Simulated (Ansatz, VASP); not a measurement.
# Two plane-wave programs on ZrS

```
CELL_PARAMETERS angstrom
0.00000 2.62500 2.62500
2.62500 0.00000 2.62500
2.62500 2.62500 0.00000
ATOMIC_POSITIONS crystal
Zr 0.00000 0.00000 0.00000
S 0.50000 0.50000 0.50000
```

Alike in both runs: task single point; functional r2SCAN; k mesh 14 × 14 × 14; no spin polarisation.

|  | VASP | Ansatz |
| --- | --- | --- |
| version | VASP 6.6.1 | Ansatz 0.2.0 |
| potentials or method | VASP PAW PBE potentials, release 64 (Zr_sv, S), cutoff 520 eV | scalar-relativistic, plane waves, PAW |
| occupations | methfessel-paxton of order 1, width 0.05 eV | cold, width 0.05 eV |
| valence electrons in the cell | 18 | 18 |

|  | VASP | Ansatz | Ansatz less VASP |
| --- | --- | --- | --- |
| gap on the k mesh at the Fermi level (eV) | none | none | - |
| pressure (GPa) | -2.0 | -2.0 | +0.02 |

VASP's potentials were made for PBE, not for r2SCAN. A gap of «none» marks a metal or a gap that the smearing closes.
